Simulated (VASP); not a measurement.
# Bi (R-3m) in VASP: settings compared

Bi is run at these levels: PBE, RPBE; tasks: single point, relaxation of cell and atoms.

Everything below comes from runs of VASP 6.6.1. Logs are shortened: lines on timing, memory, paths and dates and some standing lists are left out, and cuts for length are marked.

### Step 1. The cell of the first run

Symmetry: R-3m, No. 166, trigonal system. Conventional cell: a = 4.586 Å, b = 4.586 Å, c = 12.125 Å, α = 90.00°, β = 90.00°, γ = 120.00°. Bi (site symmetry 3m) has 6 Bi at 3.11 to 3.58 Å within 4.1 Å.

### Step 2. Single point, PBE

The input, INCAR:

```
SYSTEM = Bi
PREC     = Accurate       ! precision mode
ENCUT    = 520            ! plane-wave cutoff, eV
EDIFF    = 1E-6           ! SCF threshold, eV
ISMEAR   = -1             ! smearing method
SIGMA    = 0.05           ! smearing width, eV
LREAL    = .FALSE.        ! projectors in reciprocal space
LASPH    = .TRUE.         ! aspherical terms in the spheres
NELM     = 60             ! most SCF steps
ALGO     = Normal         ! electronic algorithm
ISIF     = 2              ! what is computed and relaxed
LWAVE    = .FALSE.        ! write WAVECAR
LCHARG   = .FALSE.        ! write CHGCAR
GGA      = PE             ! functional
NBANDS   = 22             ! bands
```

The input, KPOINTS:

```
regular mesh
0
G
  9 9 9
  0 0 0
```

The input, POSCAR:

```
Bi
1.0
    2.2930032423      1.3238660392      4.0417565529
   -2.2930032423      1.3238660392      4.0417565529
    0.0000000000     -2.6477320783      4.0417565529
Bi
2
Direct
    0.2337631951      0.2337631951      0.2337631951
    0.7662368049      0.7662368049      0.7662368049
```

Potentials or basis: VASP PAW PBE potentials, release 64 (Bi_d).

Command:

```bash
$ cat potpaw_PBE.64/Bi_d/POTCAR > POTCAR
$ mpirun -np 1 vasp_std > vasp.out
```

OUTCAR:

```text
SYSTEM = Bi
   PREC = Accurate
   ENCUT = 520
   EDIFF = 1E-6
   ISMEAR = -1
   LREAL = .FALSE.
   LASPH = .TRUE.
   NELM = 60
   ISIF = 2
   GGA = PE

 ion  position               nearest neighbor table
   1  0.234  0.234  0.234-   2 3.11   2 3.11   2 3.11   2 3.58   2 3.58   2 3.58
   2  0.766  0.766  0.766-   1 3.11   1 3.11   1 3.11   1 3.58   1 3.58   1 3.58

  LATTYP: Found a trigonal (rhomboedric) cell.
 ALAT       =     4.8317989602
 COS(alpha) =     0.5495758981

  Lattice vectors:

 A1 = (   2.2930032423,   1.3238660392,   4.0417565529)
 A2 = (  -2.2930032423,   1.3238660392,   4.0417565529)
 A3 = (   0.0000000000,  -2.6477320783,   4.0417565529)

Analysis of symmetry for initial positions (statically):
=====================================================================
 Subroutine PRICEL returns:
 Original cell was already a primitive cell.

 Routine SETGRP: Setting up the symmetry group for a
 trigonal (rhombohedral) supercell.

 Subroutine GETGRP returns: Found 12 space group operations
 (whereof 12 operations were pure point group operations)
 out of a pool of 12 trial point group operations.

The static configuration has the point symmetry D_3d.

Analysis of symmetry for dynamics (positions and initial velocities):
=====================================================================
 Subroutine PRICEL returns:
 Original cell was already a primitive cell.

 Routine SETGRP: Setting up the symmetry group for a
 trigonal (rhombohedral) supercell.

 Subroutine GETGRP returns: Found 12 space group operations
 (whereof 12 operations were pure point group operations)
 out of a pool of 12 trial point group operations.

The dynamic configuration has the point symmetry D_3d.

 Subroutine INISYM returns: Found 12 space group operations
 (whereof 12 operations are pure point group operations),
 and found     1 'primitive' translations

----------------------------------------------------------------------------------------

                                     Primitive cell

  volume of cell :      73.6156

  direct lattice vectors                    reciprocal lattice vectors
     2.293003242  1.323866039  4.041756553     0.218054642  0.125893906  0.082472393
    -2.293003242  1.323866039  4.041756553    -0.218054642  0.125893906  0.082472393
     0.000000000 -2.647732078  4.041756553     0.000000000 -0.251787812  0.082472393

  length of vectors
     4.831798960  4.831798960  4.831798960     0.264950557  0.264950557  0.264950557

  position of ions in fractional coordinates (direct lattice)
     0.233763195  0.233763195  0.233763195
     0.766236805  0.766236805  0.766236805

  ion indices of the primitive-cell ions
   primitive index   ion index
                 1           1
                 2           2

----------------------------------------------------------------------------------------

 KPOINTS: regular mesh

Automatic generation of k-mesh.
 Grid dimensions read from file:
 generate k-points for:    9    9    9

 Generating k-lattice:

  Cartesian coordinates                     Fractional coordinates (reciprocal lattice)
     0.024228294  0.013988212  0.009163599     0.111111111  0.000000000  0.000000000
    -0.024228294  0.013988212  0.009163599     0.000000000  0.111111111  0.000000000
     0.000000000 -0.027976424  0.009163599    -0.000000000 -0.000000000  0.111111111

  Length of vectors
     0.029438951  0.029438951  0.029438951

  Shift w.r.t. Gamma in fractional coordinates (k-lattice)
     0.000000000  0.000000000  0.000000000

 Subroutine IBZKPT returns following result:
 ===========================================

 Found     85 irreducible k-points:

 Following reciprocal coordinates:
            Coordinates               Weight
  0.000000  0.000000  0.000000      1.000000
  0.111111  0.000000 -0.000000      6.000000
  0.222222  0.000000  0.000000      6.000000
  0.333333  0.000000 -0.000000      6.000000
  0.444444  0.000000  0.000000      6.000000
  0.111111  0.111111 -0.000000      6.000000
[... 16 lines left out ...]
 -0.333333  0.333333  0.000000      6.000000
  0.444444  0.444444 -0.000000      6.000000
 [... further k-points ...]
   k-points           NKPTS =     85   k-points in BZ     NKDIM =     85   number of bands    NBANDS=     22
   number of dos      NEDOS =    301   number of ions     NIONS =      2
   total plane-waves  NPLWV =  46656
   dimension x,y,z NGX =    36 NGY =   36 NGZ =   36
   dimension x,y,z NGXF=    72 NGYF=   72 NGZF=   72
   ions per type =               2
   NGX,Y,Z   is equivalent  to a cutoff of  12.39, 12.39, 12.39 a.u.
   NGXF,Y,Z  is equivalent  to a cutoff of  24.77, 24.77, 24.77 a.u.
 SYSTEM =  Bi
   PREC   = accura    normal or accurate (medium, high low for compatibility)
   ISTART =      0    job   : 0-new  1-cont  2-samecut
   ICHARG =      2    charge: 1-file 2-atom 10-const
   ISPIN  =      1    spin polarized calculation?
   LNONCOLLINEAR =      F non collinear calculations
[... 66 lines left out ...]
[... 14 lines left out ...]
     21      11.6744      0.00000
     22      11.7227      0.00000

 k-point     2 :       0.1111    0.0000   -0.0000
  band No.  band energies     occupation
      1     -17.0184      2.00000
      2     -17.0159      2.00000
      3     -16.8897      2.00000
      4     -16.8869      2.00000
      5     -16.8750      2.00000
      6     -16.7380      2.00000
[... 14 lines left out ...]
     21      11.7933      0.00000
     22      12.6839      0.00000

 k-point     3 :       0.2222    0.0000    0.0000
  band No.  band energies     occupation
      1     -16.9976      2.00000
      2     -16.9868      2.00000
      3     -16.8819      2.00000
      4     -16.8701      2.00000
      5     -16.8591      2.00000
      6     -16.7539      2.00000
[... 14 lines left out ...]
     21      12.3498      0.00000
     22      14.4598      0.00000

 k-point     4 :       0.3333    0.0000   -0.0000
  band No.  band energies     occupation
      1     -16.9698      2.00000
      2     -16.9429      2.00000
      3     -16.8730      2.00000
      4     -16.8457      2.00000
      5     -16.8345      2.00000
      6     -16.7811      2.00000
[... 14 lines left out ...]
     21      13.3648      0.00000
     22      15.8012      0.00000

 k-point     5 :       0.4444    0.0000    0.0000
  band No.  band energies     occupation
      1     -16.9477      2.00000
      2     -16.8935      2.00000
      3     -16.8662      2.00000
      4     -16.8307      2.00000
      5     -16.8190      2.00000
      6     -16.7909      2.00000
[... 14 lines left out ...]
     21      14.5816      0.00000
     22      14.7070      0.00000

 k-point     6 :       0.1111    0.1111   -0.0000
  band No.  band energies     occupation
      1     -17.0247      2.00000
      2     -17.0055      2.00000
      3     -16.8922      2.00000
      4     -16.8839      2.00000
      5     -16.8730      2.00000
      6     -16.7397      2.00000
[... 14 lines left out ...]
     21      12.1366      0.00000
     22      12.3549      0.00000

 k-point     7 :       0.2222    0.1111   -0.0000
  band No.  band energies     occupation
      1     -17.0146      2.00000
      2     -16.9795      2.00000
      3     -16.8869      2.00000
      4     -16.8741      2.00000
      5     -16.8594      2.00000
      6     -16.7525      2.00000
[... 324 lines left out ...]
      6     -16.7794      2.00000
[... 14 lines left out ...]
     21      14.3870      0.00000
     22      14.8127      0.00000

 k-point    21 :       0.4444    0.3333   -0.0000
  band No.  band energies     occupation
      1     -17.0089      2.00000
      2     -16.8945      2.00000
      3     -16.8913      2.00000
      4     -16.8312      2.00000
      5     -16.8130      2.00000
      6     -16.7927      2.00000
[... 14 lines left out ...]
     21      15.2657      0.00000
     22      15.6504      0.00000

 k-point    22 :      -0.4444    0.3333   -0.0000
  band No.  band energies     occupation
      1     -16.9923      2.00000
      2     -16.8928      2.00000
      3     -16.8713      2.00000
      4     -16.8337      2.00000
      5     -16.8167      2.00000
      6     -16.7926      2.00000
[... 14 lines left out ...]
     21      14.7470      0.00000
     22      16.3845      0.00000

 k-point    23 :      -0.3333    0.3333    0.0000
  band No.  band energies     occupation
      1     -16.9797      2.00000
      2     -16.8825      2.00000
      3     -16.8411      2.00000
      4     -16.8410      2.00000
      5     -16.8348      2.00000
      6     -16.7996      2.00000
[... 14 lines left out ...]
     21      13.8711      0.00000
     22      15.5065      0.00000

 k-point    24 :       0.4444    0.4444   -0.0000
  band No.  band energies     occupation
      1     -17.0147      2.00000
      2     -16.9000      2.00000
      3     -16.8927      2.00000
      4     -16.8134      2.00000
      5     -16.8106      2.00000
      6     -16.7916      2.00000
[... 14 lines left out ...]
     21      15.3039      0.00000
     22      15.8244      0.00000

 [... further k-points ...]

------------------------ aborting loop because EDIFF is reached ----------------------------------------

  FORCE on cell =-STRESS in cart. coord.  units (eV):
  Direction    XX          YY          ZZ          XY          YZ          ZX
  --------------------------------------------------------------------------------------
  -------------------------------------------------------------------------------------
  Total       -0.0190453     -0.0190453     -0.0107939      0.0000000     -0.0000000      0.0000000
  in kB       -0.4145044     -0.4145044     -0.2349195      0.0000000     -0.0000000      0.0000000
  external PRESSURE =      -0.3546428 kB  Pullay stress =       0.0000000 kB

 VOLUME and BASIS-vectors are now :
 -----------------------------------------------------------------------------
  energy-cutoff  :      520.00
  volume of cell :       73.62
      direct lattice vectors                 reciprocal lattice vectors
     2.293003242  1.323866039  4.041756553     0.218054642  0.125893906  0.082472393
    -2.293003242  1.323866039  4.041756553    -0.218054642  0.125893906  0.082472393
     0.000000000 -2.647732078  4.041756553     0.000000000 -0.251787812  0.082472393

 POSITION                                       TOTAL-FORCE (eV/Angst)
 -----------------------------------------------------------------------------------
      0.00000      0.00000      2.83444         0.000000      0.000000      0.004477
      0.00000      0.00000      9.29083         0.000000     -0.000000     -0.004477
 -----------------------------------------------------------------------------------
    total drift:                               -0.000000      0.000000     -0.000000

  FREE ENERGIE OF THE ION-ELECTRON SYSTEM (eV)
  ---------------------------------------------------
  free  energy   TOTEN  =        -7.7822749250 eV

  energy  without entropy=       -7.7800552419  energy(sigma->0) =       -7.78116508
```

Run time: 69 s. Hardware: 1 thread of Intel Xeon Platinum 8559C (Emerald Rapids), shared host; peak memory 0.26 GiB.

What came out:

```
Free energy   : -7.7823 eV
Pressure      : 0.0 GPa
Largest force : 0.004 eV/Å
```

Forces on the atoms (eV/Å):
```
Bi   0.000  0.000  0.004
Bi   0.000  0.000 -0.004
```

Caveat: spin-orbit coupling is left out, which moves the levels of the heavy elements.

### Step 3. Single point, PBE

The input, INCAR:

```
  PREC = Accurate
  ENCUT = 520
  EDIFF = 1E-6
  ISMEAR = -1
  SIGMA = 0.05
  LREAL = F
  LASPH = T
  NELM = 100
  ALGO = Normal
  ISIF = 2
  LWAVE = F
  LCHARG = F
  GGA = PE
  NBANDS = 22
```

The input, KPOINTS:

```
regular mesh
0
Gamma
  9 9 9
```

The input, POSCAR:

```
Bi
1.0
    2.2933266336      1.3240527492      4.0424111309
   -2.2933266336      1.3240527492      4.0424111309
    0.0000000000     -2.6481054984      4.0424111309
Bi
2
Direct
    0.2337557113      0.2337557113      0.2337557113
    0.7662442887      0.7662442887      0.7662442887
```

Potentials or basis: VASP PAW PBE potentials, release 64 (Bi_d).

Command:

```bash
$ cat potpaw_PBE.64/Bi_d/POTCAR > POTCAR
$ mpirun -np 1 vasp_std > vasp.out
```

It took 60 s on 1 thread of Intel Xeon Platinum 8559C (Emerald Rapids), shared host; peak memory 0.26 GiB.

Results (log left out):

```yaml
Free_energy: -7.7823 eV
Pressure: 0.0 GPa
Largest_force: 0.003 eV/Å
```

Forces on the atoms (eV/Å):
```
Bi   0.000  0.000  0.003
Bi   0.000  0.000 -0.003
```

Levels at points of the mesh, in eV from the Fermi level:
```
           k point  band 11  band 12  band 13  band 14  band 15  band 16  band 17  band 18  band 19  band 20
(0.00, 0.00, 0.00)   -12.77    -7.59    -1.42    -1.06    -1.06     2.46     2.91     2.91     5.67     5.89
```

Caveat: spin-orbit coupling is left out, which moves the levels of the heavy elements.

### Step 4. Single point, RPBE

This run uses another cell than the first one, of 38.91 Å³/atom, 1.057 times its volume.

The input, INCAR:

```
SYSTEM = Bi
PREC     = Accurate       ! precision mode
ENCUT    = 520            ! plane-wave cutoff, eV
EDIFF    = 1E-7           ! SCF threshold, eV
ISMEAR   = -1             ! smearing method
SIGMA    = 0.05           ! smearing width, eV
LREAL    = .FALSE.        ! projectors in reciprocal space
LASPH    = .TRUE.         ! aspherical terms in the spheres
NELM     = 60             ! most SCF steps
ALGO     = Normal         ! electronic algorithm
ISIF     = 2              ! what is computed and relaxed
LWAVE    = .FALSE.        ! write WAVECAR
LCHARG   = .FALSE.        ! write CHGCAR
GGA      = RP             ! functional
NBANDS   = 22             ! bands
```

The input, KPOINTS:

```
Automatic mesh
0
Gamma
  9 9 9
  0.5 0.5 0.5
```

The input, POSCAR:

```
Bi
1.0
    2.3046239978      1.3305752855      4.2292497987
   -2.3046239978      1.3305752855      4.2292497987
    0.0000000000     -2.6611505710      4.2292497987
Bi
2
Direct
    0.2307312260      0.2307312260      0.2307312260
    0.7692687740      0.7692687740      0.7692687740
```

Command:

```bash
$ cat potpaw_PBE.64/Bi_d/POTCAR > POTCAR
$ mpirun -np 1 vasp_std > vasp.out
```

It took 2 min on 1 thread of Intel Xeon Platinum 8559C (Emerald Rapids), shared host; peak memory 0.29 GiB.

Results (log left out):

```yaml
Free_energy: -7.0500 eV
Pressure: -0.1 GPa
Largest_force: 0.007 eV/Å
Band_gap_on_the_k_mesh: 0.02 eV, indirect (least direct gap 0.11 eV)
```

Forces in eV/Å, atoms in the order of the input:
```
Bi   0.000  0.000  0.007
Bi   0.000  0.000 -0.007
```

Levels at points of the mesh, in eV from the valence-band top:
| k point | band 12 | band 13 | band 14 | band 15 | band 16 | band 17 | band 18 | band 19 |
| --- | --- | --- | --- | --- | --- | --- | --- | --- |
| (0.50, 0.50, 0.50) | -9.58 | -0.92 | -0.59 | -0.59 | 0.83 | 0.97 | 0.97 | 6.45 |

Caveat: the PAW data sets were made with another functional, which shifts forces and pressure a little; spin-orbit coupling is left out, which moves the levels of the heavy elements. A k mesh can miss the band edges.

### Step 5. Relaxation of cell and atoms, PBE

This run uses another cell than the first one, of 37.88 Å³/atom, 1.029 times its volume.

The input, INCAR:

```
  ALGO = Normal
  EDIFF = 1E-7
  EDIFFG = -0.005
  ENCUT = 600
  GGA = PE
  IBRION = 2
  ISIF = 3
  ISMEAR = -1
  LASPH = True
  LCHARG = False
  LREAL = False
  LWAVE = False
  NELM = 100
  NSW = 100
  PREC = Accurate
  SIGMA = 0.05
```

The input, KPOINTS:

```
k-points
0
Gamma
  9 9 9
```

The input, POSCAR:

```
Bi
1.0
    2.3264222754      1.3431605270      4.0403311668
   -2.3264222754      1.3431605270      4.0403311668
    0.0000000000     -2.6863210540      4.0403311668
Bi
2
Direct
    0.2340000000      0.2340000000      0.2340000000
    0.7660000000      0.7660000000      0.7660000000
```

Command:

```bash
$ cat potpaw_PBE.64/Bi_d/POTCAR > POTCAR
$ mpirun -np 1 vasp_std > vasp.out
```

It took 9.5 min on 1 thread of Intel Xeon Platinum 8559C (Emerald Rapids), shared host; peak memory 0.33 GiB.

It converged, with:

```
Free energy                            : -7.7826 eV
Relaxed volume                         : 36.80 Å³/atom
Relaxed cell                           : a = 4.831 Å, b = 4.831 Å, c = 4.831 Å, α = 56.66°, β = 56.66°, γ = 56.66°
Space group after relaxing (to 0.05 Å) : R-3m (No. 166)
Energy gained by relaxing              : 5.1 meV/atom
Ionic steps                            : 11
Pressure after relaxing                : 0.0 GPa
```

Forces in eV/Å, atoms in the order of the input:
```
Bi   0.000  0.000 -0.003
Bi   0.000  0.000  0.003
```

Step by step:
```tsv
step	energy change (eV)	largest force (eV/Å)	pressure (GPa)	volume (Å³)
1	0.0000	0.1089	-1.27	75.75
2	-0.0075	0.1049	0.68	72.52
3	-0.0098	0.0322	0.01	73.54
4	-0.0100	0.0168	0.01	73.52
5	-0.0102	0.0055	0.00	73.50
6	-0.0102	0.0087	0.00	73.50
7	-0.0102	0.0094	0.00	73.50
8	-0.0102	0.0067	0.01	73.51
9	-0.0103	0.0002	0.02	73.54
10	-0.0103	0.0038	-0.03	73.65
11	-0.0103	0.0028	0.00	73.59
```

Final structure:
```
Bi
1.0
     2.29282    1.32376    4.04122
    -2.29282    1.32376    4.04122
     0.00000   -2.64753    4.04122
Bi
2
Direct
  0.23385 0.23385 0.23385
  0.76615 0.76615 0.76615
```

Levels at points of the mesh, in eV from the Fermi level:
| k point | band 11 | band 12 | band 13 | band 14 | band 15 | band 16 | band 17 | band 18 | band 19 |
| --- | --- | --- | --- | --- | --- | --- | --- | --- | --- |
| (0.00, 0.00, 0.00) | -12.77 | -7.59 | -1.42 | -1.06 | -1.06 | 2.47 | 2.91 | 2.91 | 5.66 |

Caveat: spin-orbit coupling is left out, which moves the levels of the heavy elements.

### Step 6. Summary

| task | level | cell | k mesh | cutoff (eV) | pressure (GPa) |
| --- | --- | --- | --- | --- | --- |
| single point | PBE | a = 4.832 Å, angles 56.7°, 2 atoms | 9 × 9 × 9 | 520 | 0.0 |
| single point | PBE | a = 4.833 Å, angles 56.7°, 2 atoms | 9 × 9 × 9 | 520 | 0.0 |
| single point | RPBE | a = 4.997 Å, angles 54.9°, 2 atoms | 9 × 9 × 9, shifted | 520 | -0.1 |
| relaxation of cell and atoms | PBE | relaxed from a = 4.852 Å, angles 57.3°, 2 atoms | 9 × 9 × 9 | 600 | 0.0 |

Alike in all rows: potentials or basis VASP PAW PBE potentials, release 64 (Bi_d); no spin polarisation; smearing fermi-dirac 0.05 eV.

Caveats: spin-orbit coupling is left out, which moves the levels of the heavy elements; the PAW data sets were made with another functional, which shifts forces and pressure a little (some runs).

Total energies depend on the potentials used, so only differences within one code and one set of settings carry meaning.
